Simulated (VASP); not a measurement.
Here is a VASP 6.6.1 calculation.

File INCAR:

```
SYSTEM = HfB
ALGO = Normal
EDIFF = 1E-7
ENCUT = 520
GGA = PE
ISIF = 2
ISMEAR = 0
LASPH = .TRUE.
LCHARG = .FALSE.
LREAL = .FALSE.
LWAVE = .FALSE.
NBANDS = 14
NELM = 100
PREC = Accurate
SIGMA = 0.15
```

Contents of KPOINTS:

```
k-points
0
G
  20 20 20
  0 0 0
```

POSCAR

```
HfB
1.0
    0.1200796618      2.3715733202      2.3715733202
    2.3715733202      0.1200796618      2.3715733202
    2.3715733202      2.3715733202      0.1200796618
Hf B
1 1
Direct
    0.5000000000      0.5000000000      0.5000000000
    0.0000000000      0.0000000000      0.0000000000
```

Potentials or basis: VASP PAW PBE potentials, release 64 (Hf_pv, B).

Command:

```sh
$ cat potpaw_PBE.64/Hf_pv/POTCAR potpaw_PBE.64/B/POTCAR > POTCAR
$ mpirun -np 1 vasp_std > vasp.out
```

(1) Predict the pressure.

Answers

(1) 30.7 GPa.
